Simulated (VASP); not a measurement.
# Be (P1) in VASP: single point with LDA

Aim: the single point of Be with LDA.

Everything below comes from runs of VASP 6.6.1. Logs are shortened: lines on timing, memory, paths and dates and some standing lists are left out, and cuts for length are marked.

### 1 The cell of the first run

The typed cell holds 4 atoms: a = 3.747 Å, b = 3.747 Å, c = 2.281 Å, α = 90.00°, β = 90.00°, γ = 90.00°.

### 2 Single point, LDA

Contents of INCAR:

```
  PREC = Accurate
  ENCUT = 600
  EDIFF = 1E-6
  ISMEAR = -1
  SIGMA = 0.1
  LREAL = F
  LASPH = T
  NELM = 120
  ALGO = Normal
  ISIF = 2
  LWAVE = F
  LCHARG = F
  NBANDS = 12
  GGA_COMPAT = F
```

Contents of KPOINTS:

```
Automatic mesh
0
Gamma
  4 4 6
```

Contents of POSCAR:

```
Be
1.0
    3.7468100000      0.0000000000      0.0000000000
    0.0000000000      3.7468100000      0.0000000000
    0.0000000000      0.0000000000      2.2812800000
Be
4
Direct
    0.2939975950      0.2918750942     -0.0227766260
    0.6994646365      0.7094642035     -0.0124441664
    0.2082782538      0.7792355292      0.5379180289
    0.7982595128      0.2194251743      0.4973027735
```

Potentials or basis: VASP PAW LDA potentials, release 64 (Be).

Run with:

```sh
$ cat potpaw_LDA.64/Be/POTCAR > POTCAR
$ mpirun -np 1 vasp_std > vasp.out
```

OUTCAR:

```text
PREC = Accurate
   ENCUT = 600
   EDIFF = 1E-6
   ISMEAR = -1
   LREAL = F
   LASPH = T
   NELM = 120
   ISIF = 2

 ion  position               nearest neighbor table
   1  0.294  0.292  0.977-   3 2.11   4 2.17   2 2.18   3 2.19   4 2.20   4 2.22   4 2.25   3 2.25
                             3 2.33
   2  0.699  0.709  0.988-   3 2.12   3 2.18   1 2.18   4 2.18   4 2.20   3 2.24   4 2.24   4 2.27
                             3 2.30
   3  0.208  0.779  0.538-   1 2.11   2 2.12   2 2.18   1 2.19   2 2.24   1 2.25   4 2.26   2 2.30
                             1 2.33
   4  0.798  0.219  0.497-   1 2.17   2 2.18   1 2.20   2 2.20   1 2.22   2 2.24   1 2.25   3 2.26
                             2 2.27

  LATTYP: Found a simple tetragonal cell.
 ALAT       =     3.7468100000
 C/A-ratio  =     0.6088592696

  Lattice vectors:

 A1 = (   3.7468100000,   0.0000000000,   0.0000000000)
 A2 = (   0.0000000000,   3.7468100000,   0.0000000000)
 A3 = (   0.0000000000,   0.0000000000,   2.2812800000)

Analysis of symmetry for initial positions (statically):
=====================================================================
 Subroutine PRICEL returns:
 Original cell was already a primitive cell.

 Routine SETGRP: Setting up the symmetry group for a
 simple tetragonal supercell.

 Subroutine GETGRP returns: Found  1 space group operations
 (whereof  1 operations were pure point group operations)
 out of a pool of 16 trial point group operations.

The static configuration has the point symmetry C_1 .

Analysis of symmetry for dynamics (positions and initial velocities):
=====================================================================
 Subroutine PRICEL returns:
 Original cell was already a primitive cell.

 Routine SETGRP: Setting up the symmetry group for a
 simple tetragonal supercell.

 Subroutine GETGRP returns: Found  1 space group operations
 (whereof  1 operations were pure point group operations)
 out of a pool of 16 trial point group operations.

The dynamic configuration has the point symmetry C_1 .

 Subroutine INISYM returns: Found  1 space group operations
 (whereof  1 operations are pure point group operations),
 and found     1 'primitive' translations

----------------------------------------------------------------------------------------

                                     Primitive cell

  volume of cell :      32.0259

  direct lattice vectors                    reciprocal lattice vectors
     3.746810000  0.000000000  0.000000000     0.266893704  0.000000000  0.000000000
     0.000000000  3.746810000  0.000000000     0.000000000  0.266893704  0.000000000
     0.000000000  0.000000000  2.281280000     0.000000000  0.000000000  0.438350400

  length of vectors
     3.746810000  3.746810000  2.281280000     0.266893704  0.266893704  0.438350400

  position of ions in fractional coordinates (direct lattice)
     0.293997595  0.291875094  0.977223374
     0.699464636  0.709464203  0.987555834
     0.208278254  0.779235529  0.537918029
     0.798259513  0.219425174  0.497302774

  ion indices of the primitive-cell ions
   primitive index   ion index
                 1           1
                 2           2
                 3           3
                 4           4

----------------------------------------------------------------------------------------

 KPOINTS: Automatic mesh

Automatic generation of k-mesh.
 Grid dimensions read from file:
 generate k-points for:    4    4    6

 Generating k-lattice:

  Cartesian coordinates                     Fractional coordinates (reciprocal lattice)
     0.066723426  0.000000000  0.000000000     0.250000000  0.000000000  0.000000000
     0.000000000  0.066723426  0.000000000     0.000000000  0.250000000  0.000000000
     0.000000000  0.000000000  0.073058400     0.000000000  0.000000000  0.166666667

  Length of vectors
     0.066723426  0.066723426  0.073058400

  Shift w.r.t. Gamma in fractional coordinates (k-lattice)
     0.000000000  0.000000000  0.000000000

 Subroutine IBZKPT returns following result:
 ===========================================

 Found     52 irreducible k-points:

 Following reciprocal coordinates:
            Coordinates               Weight
  0.000000  0.000000  0.000000      1.000000
  0.250000  0.000000  0.000000      2.000000
  0.000000  0.250000  0.000000      2.000000
  0.500000  0.000000  0.000000      1.000000
  0.000000  0.500000  0.000000      1.000000
  0.250000  0.250000  0.000000      2.000000
[... 16 lines left out ...]
 -0.250000  0.500000  0.166667      2.000000
  0.500000 -0.250000  0.166667      2.000000
 [... further k-points ...]
   k-points           NKPTS =     52   k-points in BZ     NKDIM =     52   number of bands    NBANDS=     12
   number of dos      NEDOS =    301   number of ions     NIONS =      4
   total plane-waves  NPLWV =  16200
   dimension x,y,z NGX =    30 NGY =   30 NGZ =   18
   dimension x,y,z NGXF=    60 NGYF=   60 NGZF=   36
   ions per type =               4
   NGX,Y,Z   is equivalent  to a cutoff of  13.31, 13.31, 13.12 a.u.
   NGXF,Y,Z  is equivalent  to a cutoff of  26.62, 26.62, 26.23 a.u.
 SYSTEM =  unknown system
   PREC   = accura    normal or accurate (medium, high low for compatibility)
   ISTART =      0    job   : 0-new  1-cont  2-samecut
   ICHARG =      2    charge: 1-file 2-atom 10-const
   ISPIN  =      1    spin polarized calculation?
   LNONCOLLINEAR =      F non collinear calculations
   LSORBIT =      F    spin-orbit coupling
   LASPH  =      T    aspherical Exc in radial PAW
   ENCUT  =  600.0 eV  44.10 Ry    6.64 a.u.   7.48  7.48  4.56*2*pi/ulx,y,z
   NELM   =    120;   NELMIN=  2; NELMDL= -5     # of ELM steps
   EDIFF  = 0.1E-05   stopping-criterion for ELM
   LREAL  =      F    real-space projection
   EDIFFG = 0.1E-04   stopping-criterion for IOM
   NSW    =      0    number of steps for IOM
   IBRION =     -1    ionic relax: 0-MD 1-quasi-New 2-CG
   NFREE  =      0    steps in history (QN), initial steepest desc. (CG)
   ISIF   =      2    stress and relaxation
   ISYM   =      2    0-nonsym 1-usesym 2-fastsym
   POTIM  = 0.5000    time-step for ionic-motion
   TEBEG  =    0.0;   TEEND  =   0.0 temperature during run
   PSTRESS=    0.0 pullay stress
   NELECT =       8.0000    total number of electrons
   NUPDOWN=      -1.0000    fix difference up-down
   EMIN   =  10.00;   EMAX   =-10.00  energy-range for DOS
   EFERMI =   0.00;   METHOD = LEGACY
   ISMEAR =    -1;   SIGMA  =   0.10  broadening in eV -4-tet -1-fermi 0-gaus
   EFERMI_NEDOS =   21; number of points for ismear=-14 and -15
   IALGO  =     38    algorithm
   IMIX   =      4    mixing-type and parameters
     AMIX     =   0.40;   BMIX     =  1.00
     AMIX_MAG =   1.60;   BMIX_MAG =  1.00
  volume/ion in A,a.u.               =       8.01        54.03
  Fermi-wavevector in a.u.,A,eV,Ry     =   1.031029  1.948362 14.463274  1.063021
  Thomas-Fermi vector in A             =   2.165157
   LORBIT       =      0    0 simple, 1 ext, 2 COOP (PROOUT), +10 PAW based schemes
   GGA     = CA    functional components
   LHFCALC =     F    Hartree Fock is set to
   AEXX    =    0.0000 exact exchange contribution
   IVDW    =     0    specifies the selected vdW correction
   LEPSILON=     F    determine dielectric tensor
   LRPA    =     F    only Hartree local field effects (RPA)
 non-spin polarized calculation
  energy-cutoff  :      600.00
  volume of cell :       32.03
 maximum number of plane-waves:      1089
 NGX is ok and might be reduce to    30
   NGX = 15   NGY = 15   NGZ =  9

 number of electron       8.0000000 magnetization

 Free energy of the ion-electron system (eV)
  ---------------------------------------------------
  ext. energy  EPLUGINS =         0.00000000
  ---------------------------------------------------
  free energy    TOTEN  =       -16.49904228 eV

  energy without entropy =      -16.48622551  energy(sigma->0) =      -16.49263389

 E-fermi :   6.3694     XC(G=0): -10.5783

 val. band max:        6.3511125287   @ k =   0.0000   0.0000   0.1667
 cond. band min:       6.5545951454   @ k =   0.0000  -0.2500   0.3333
 fundamental gap:      0.2034826168
 Fermi energy:         6.3693750074

 k-point     1 :       0.0000    0.0000    0.0000
  band No.  band energies     occupation
      1      -4.4641      2.00000
      2       1.6130      2.00000
      3       2.0417      2.00000
      4       5.5840      1.99922
      5       5.9992      1.95181
      6      10.8103      0.00000
      7      11.1879      0.00000
      8      14.3416      0.00000
      9      15.6809      0.00000
     10      17.2937      0.00000
     11      22.0882      0.00000
     12      22.3572      0.00000

 k-point     2 :       0.2500    0.0000    0.0000
  band No.  band energies     occupation
      1      -3.9794      2.00000
      2      -0.1978      2.00000
      3       2.3756      2.00000
      4       5.7152      1.99712
      5       7.6563      0.00001
      6       8.5115      0.00000
      7      11.4092      0.00000
      8      16.2654      0.00000
      9      18.0005      0.00000
     10      19.3405      0.00000
     11      20.5231      0.00000
     12      21.8499      0.00000

 k-point     3 :       0.0000    0.2500    0.0000
  band No.  band energies     occupation
      1      -3.9796      2.00000
      2      -0.2018      2.00000
      3       2.4003      2.00000
      4       5.3182      1.99995
      5       8.0880      0.00000
      6       8.9313      0.00000
      7      10.9748      0.00000
      8      16.2549      0.00000
      9      17.9137      0.00000
     10      19.3175      0.00000
     11      20.4510      0.00000
     12      21.8549      0.00000
[... 286 lines left out ...]
 k-point    23 :      -0.2500    0.5000    0.1667
  band No.  band energies     occupation
      1      -1.5408      2.00000
      2      -1.3411      2.00000
      3       2.2998      2.00000
      4       2.5439      2.00000
      5      11.0761      0.00000
      6      11.3094      0.00000
      7      14.7063      0.00000
      8      15.0488      0.00000
      9      15.6753      0.00000
     10      16.0773      0.00000
     11      19.4324      0.00000
     12      19.6373      0.00000

 k-point    24 :       0.5000   -0.2500    0.1667
  band No.  band energies     occupation
      1      -1.4730      2.00000
      2      -1.4261      2.00000
      3       2.4254      2.00000
      4       2.4909      2.00000
      5      10.9738      0.00000
      6      11.1029      0.00000
      7      14.7246      0.00000
      8      14.8077      0.00000
      9      16.0103      0.00000
     10      16.3073      0.00000
     11      19.2867      0.00000
     12      19.5514      0.00000

 [... further k-points ...]
[... 5 lines left out ...]
  --------------------------------------------------------------------------------------
  -------------------------------------------------------------------------------------
  Total       -0.9111608     -1.7209201     -0.1527843     -0.1442072     -0.1789171      0.2224728
  in kB      -45.5830786    -86.0932989     -7.6434133     -7.2143209     -8.9507700     11.1297542
  external PRESSURE =     -46.4399302 kB  Pullay stress =       0.0000000 kB

 VOLUME and BASIS-vectors are now :
 -----------------------------------------------------------------------------
  energy-cutoff  :      600.00
  volume of cell :       32.03
      direct lattice vectors                 reciprocal lattice vectors
     3.746810000  0.000000000  0.000000000     0.266893704  0.000000000  0.000000000
     0.000000000  3.746810000  0.000000000     0.000000000  0.266893704  0.000000000
     0.000000000  0.000000000  2.281280000     0.000000000  0.000000000  0.438350400

 POSITION                                       TOTAL-FORCE (eV/Angst)
 -----------------------------------------------------------------------------------
      1.10155      1.09360      2.22932         0.244290     -0.181154      0.592980
      2.62076      2.65823      2.25289         0.067332      0.095912      0.412007
      0.78038      2.91965      1.22714        -0.415051      0.437854     -0.874161
      2.99093      0.82214      1.13449         0.103428     -0.352611     -0.130825
 -----------------------------------------------------------------------------------
    total drift:                               -0.000013      0.000029      0.000007

  FREE ENERGIE OF THE ION-ELECTRON SYSTEM (eV)
  ---------------------------------------------------
  free  energy   TOTEN  =       -16.4990422775 eV

  energy  without entropy=      -16.4862255110  energy(sigma->0) =      -16.49263389
```

Run time: 12 s. Hardware: 1 thread of Intel Xeon Platinum 8259CL at 2.50GHz (Skylake/Cascade Lake), shared host; peak memory 0.13 GiB.

What came out:

```yaml
Free_energy: -16.4990 eV
Pressure: -4.6 GPa
Largest_force: 1.062 eV/Å
Band_gap_on_the_k_mesh: zero (band 4 reaches 7.58 eV, above the bottom of band 5 at 6.00 eV)
```

Forces on the atoms (eV/Å):
```
Be   0.244 -0.181  0.593
Be   0.067  0.096  0.412
Be  -0.415  0.438 -0.874
Be   0.103 -0.353 -0.131
```

Caveat: the k points lie up to 0.46 Å⁻¹ apart; forces of over 1 eV/Å act on the atoms, so gaps and moduli don't describe the material at rest.
